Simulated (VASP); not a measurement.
Here is a VASP 6.6.1 calculation.

File INCAR:

```
ALGO = Normal ; EDIFF = 1E-7
ENCUT = 520 ; GGA = PE
ISIF = 2 ; ISMEAR = 0
LASPH = True ; LCHARG = False
LREAL = False ; LWAVE = False
NBANDS = 14 ; NELM = 100
PREC = Accurate ; SIGMA = 0.1
```

KPOINTS

```
k-points
0
Gamma
  12 12 10
```

POSCAR

```
AlH6
1.0
    3.6151894588      0.0000000000      0.0000000000
   -1.8075947294      3.1308459108      0.0000000000
    0.0000000000      0.0000000000      3.6065529250
Al H
1 6
Direct
    0.0000000000      0.0000000000      0.0000000000
    0.3333333333      0.6666666667      0.5000000000
    0.6666666667      0.3333333333      0.5000000000
    0.5000000000      0.0000000000      0.0000000000
    0.0000000000      0.5000000000      0.0000000000
    0.5000000000      0.5000000000      0.0000000000
    0.0000000000      0.0000000000      0.5000000000
```

Potentials or basis: VASP PAW PBE potentials, release 64 (Al, H).

Command:

```bash
$ cat potpaw_PBE.64/Al/POTCAR potpaw_PBE.64/H/POTCAR > POTCAR
$ mpirun -np 1 vasp_std > vasp.out
```

Predict the pressure.

-0.3 GPa.

Estimate the band gap on the k mesh.

zero (an odd number of electrons rules out a gap without spin polarisation).
